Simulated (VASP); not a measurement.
C: single point with r2SCAN

Crystal: C.

```
C
1.0
     2.45572    0.00000    0.00000
    -1.22786    2.12671    0.00000
     0.00000    0.00000    7.04617
C
4
Cartesian
  0.0000 0.0000 0.0176
  0.0000 0.0000 3.5407
  0.0000 1.4178 0.0176
  1.2279 0.7089 3.5407
```

```json
{
  "Program": "VASP 6.6.1",
  "Task": "single point",
  "Functional": "r2SCAN",
  "Potentials or basis": "VASP PAW PBE potentials, release 64 (C)",
  "Cutoff": "520 eV",
  "k mesh": "20 × 20 × 7",
  "Occupations": "fermi-dirac, width 0.1 eV",
  "Spin": "no spin polarisation"
}
```

The pressure is 0.7 GPa. The band gap on the k mesh is 0.68 eV, direct.

Stress tensor (GPa, compression positive):
```
 1.08  0.00  0.00
 0.00  1.08  0.00
 0.00  0.00 -0.07
```

Levels at points of the mesh, in eV from the valence-band top:
```
           k point  band 6  band 7  band 8  band 9  band 10  band 11
(0.00, 0.00, 0.00)   -2.91   -2.89   -2.89    4.33     9.03     9.03
(0.50, 0.00, 0.00)   -6.50   -2.53   -1.99    1.91     2.52     7.95
```

Wall time 3.7 min on 1 thread of Intel(R) Xeon(R) Platinum 8375C CPU @ 2.90GHz (Ice Lake) (shared host), peak memory 0.2 GiB.

Caveat: the PAW data sets were made with another functional, which shifts forces and pressure a little. r2SCAN opens gaps a little over a GGA but as a rule still falls short of measured ones.
